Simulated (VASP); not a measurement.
## AlN: single point with PBE

The system is AlN.

```
Al N
1.0
     3.10669    0.00000    0.00000
    -1.55335    2.69048    0.00000
     0.00000    0.00000    4.97859
Al N
2 2
Direct
  0.33333 0.66667 0.99670
  0.66667 0.33333 0.49670
  0.33333 0.66667 0.37830
  0.66667 0.33333 0.87830
```

```yaml
Program: VASP 6.6.1
Task: single point
Functional: PBE
Potentials_or_basis: VASP PAW PBE potentials, release 64 (Al, N)
Cutoff: 520 eV
k_mesh: 12 × 12 × 6
Occupations: fermi-dirac, width 0.02 eV
Spin: no spin polarisation
Dipole_correction: no
Further_INCAR_settings: ALGO = Normal; EDIFF = 1e-07; NBANDS = 16
```

| Property | Result |
| --- | --- |
| Pressure | 4.4 GPa |
| Largest force | 0.009 eV/Å |
| Band gap on the k mesh | 4.24 eV, direct |

Forces on the atoms (eV/Å):
```
Al   0.000  0.000 -0.009
Al   0.000  0.000 -0.009
N    0.000  0.000  0.009
N    0.000  0.000  0.009
```

Stress tensor (GPa, compression positive):
```
4.44 0.00 0.00
0.00 4.44 0.00
0.00 0.00 4.29
```

Levels at points of the mesh, in eV from the valence-band top:
```csv
k point,band 5,band 6,band 7,band 8,band 9,band 10,band 11,band 12
"(0.00, 0.00, 0.00)",-0.86,-0.21,-0.21,0.00,4.24,6.70,10.64,11.19
"(0.50, 0.00, 0.00)",-3.35,-2.09,-1.78,-0.69,5.81,5.83,8.22,10.31
"(0.00, 0.00, 0.50)",-0.54,-0.54,-0.54,-0.54,6.51,6.51,10.35,10.35
"(0.50, 0.00, 0.50)",-1.46,-1.46,-1.37,-1.37,5.32,5.32,9.28,9.28
```

It took 91 s on 1 thread of AMD EPYC 7R13 (shared host), peak memory 0.15 GiB.

A k mesh can miss the band edges.
